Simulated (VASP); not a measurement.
Set up this calculation in VASP 6.6.1, as the native input.

* Task: single point
* Functional: PBE
* Potentials or basis: VASP PAW PBE potentials, release 64 (Mg, O)
* Cutoff: 520 eV
* k mesh: 12 × 12 × 6
* Occupations: fermi-dirac, width 0.02 eV
* Spin: no spin polarisation
* Dipole correction: no
* Further INCAR settings: ALGO = Normal; EDIFF = 1e-06; NBANDS = 16

The structure of MgO lies in POSCAR:

```
MgO
1.0
    3.2224529085      0.0000000000      0.0000000000
   -1.6112264543      2.8476796748      0.0000000000
    0.0000000000      0.0000000000      5.0343661375
Mg O
2 2
Direct
    0.3346460217      0.6692920434     -0.0086420042
    0.6653539783      0.3307079566      0.4913579958
    0.3349960298      0.6699920597      0.3836420042
    0.6650039702      0.3300079403      0.8836420042
```

This cell differs from its parent crystal: uniaxial x strain -2.0%.

These files were run (other wordings do the same):

INCAR

```
ALGO = Normal ; EDIFF = 1E-6
ENCUT = 520 ; GGA = PE
ISIF = 2 ; ISMEAR = -1
LASPH = True ; LCHARG = False
LREAL = False ; LWAVE = False
NBANDS = 16 ; NELM = 100
PREC = Accurate ; SIGMA = 0.02
```

KPOINTS

```
k-points
0
Gamma
  12 12 6
```

Potentials or basis: VASP PAW PBE potentials, release 64 (Mg, O).

The run is started by

```sh
$ cat potpaw_PBE.64/Mg/POTCAR potpaw_PBE.64/O/POTCAR > POTCAR
$ mpirun -np 1 vasp_std > vasp.out
```

Results of the run:

* Pressure: 6.4 GPa
* Largest force: 0.013 eV/Å
* Band gap on the k mesh: 3.69 eV

Caveat: the cell differs from its parent crystal (uniaxial x strain -2.0%); the cell stands under pressure.

Wall time 93 s on 1 thread of Intel Xeon 8259CL, on a shared host, peak memory 0.25 GiB.
